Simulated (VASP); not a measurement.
Wanted: the native input for a VASP 6.6.1 run.

- Task: relaxation of cell and atoms
- Functional: PBE
- Potentials or basis: VASP PAW PBE potentials, release 64 (Ti_sv, N)
- Cutoff: 600 eV
- k mesh: 18 × 18 × 18
- Occupations: gaussian, width 0.1 eV
- Spin: no spin polarisation
- Dipole correction: no
- Further INCAR settings: ALGO = Normal; EDIFF = 1e-06; IBRION = 2; EDIFFG = -0.005; NSW = 100; ISIF = 3

The structure of TiN lies in POSCAR:

```
TiN
1.0
    0.0000000000      2.1220000000      2.1220000000
    2.1220000000      0.0000000000      2.1220000000
    2.1220000000      2.1220000000      0.0000000000
Ti N
1 1
Direct
    0.0000000000      0.0000000000      0.0000000000
    0.5000000000      0.5000000000      0.5000000000
```

The input as run:

INCAR

```
SYSTEM = TiN
PREC = Accurate
ENCUT = 600
EDIFF = 1E-6
ISMEAR = 0
SIGMA = 0.1
LREAL = .FALSE.
LASPH = .TRUE.
NELM = 60
ALGO = Normal
ISIF = 3
LWAVE = .FALSE.
LCHARG = .FALSE.
GGA = PE
IBRION = 2
NSW = 100
EDIFFG = -0.005
```

KPOINTS

```
Automatic mesh
0
G
  18 18 18
  0 0 0
```

Potentials or basis: VASP PAW PBE potentials, release 64 (Ti_sv, N).

Launch:

```console
$ cat potpaw_PBE.64/Ti_sv/POTCAR potpaw_PBE.64/N/POTCAR > POTCAR
$ mpirun -np 1 vasp_std > vasp.out
```

Results of the run:

* Relaxed volume: 9.59 Å³/atom
* Relaxed cell: a = 3.004 Å, b = 3.004 Å, c = 3.004 Å, α = 60.00°, β = 60.00°, γ = 60.00°
* Space group after relaxing (to 0.1 Å): Fm-3m (No. 225)
* Energy gained by relaxing: 0.1 meV/atom
* Ionic steps: 3
* Pressure after relaxing: 0.0 GPa
* Band gap on the k mesh: zero (an odd number of electrons rules out a gap without spin polarisation)

Wall time 100 s on 1 thread of Intel Xeon 8259CL, with other jobs on the host, peak memory 0.19 GiB.
